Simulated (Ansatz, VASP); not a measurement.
## One calculation of Ca, two programs

```xyz
1
Lattice="-2.1728 2.1728 2.2736 2.1728 -2.1728 2.2736 2.1728 2.1728 -2.2736" Properties=species:S:1:pos:R:3 pbc="T T T"
Ca    0.0000    0.0000    0.0000
```

Change from the starting cell: strain -0.030 along x and y, +0.015 along z, atoms carried along.

Alike in both runs: task single point; functional r2SCAN; k mesh 16 × 16 × 16; occupations gaussian, width 0.15 eV; no spin polarisation.

|  | VASP | Ansatz |
| --- | --- | --- |
| version | VASP 6.6.1 | Ansatz 0.2.0 |
| potentials or method | VASP PAW PBE potentials, release 64 (Ca_sv), cutoff 520 eV | scalar-relativistic, plane waves, PAW |
| valence electrons in the cell | 10 | 10 |

|  | VASP | Ansatz | Ansatz less VASP |
| --- | --- | --- | --- |
| gap on the k mesh at the Fermi level (eV) | none | none | - |
| pressure (GPa) | 0.2 | 0.1 | -0.06 |
| traceless stress, the component that is largest in VASP (GPa) | 0.06 | 0.06 | -0.001 |

VASP's potentials were made for PBE, not for r2SCAN. A gap of «none» marks a metal or a gap that the smearing closes. With one functional, cell and mesh, what is left measures potentials, basis and numerics.
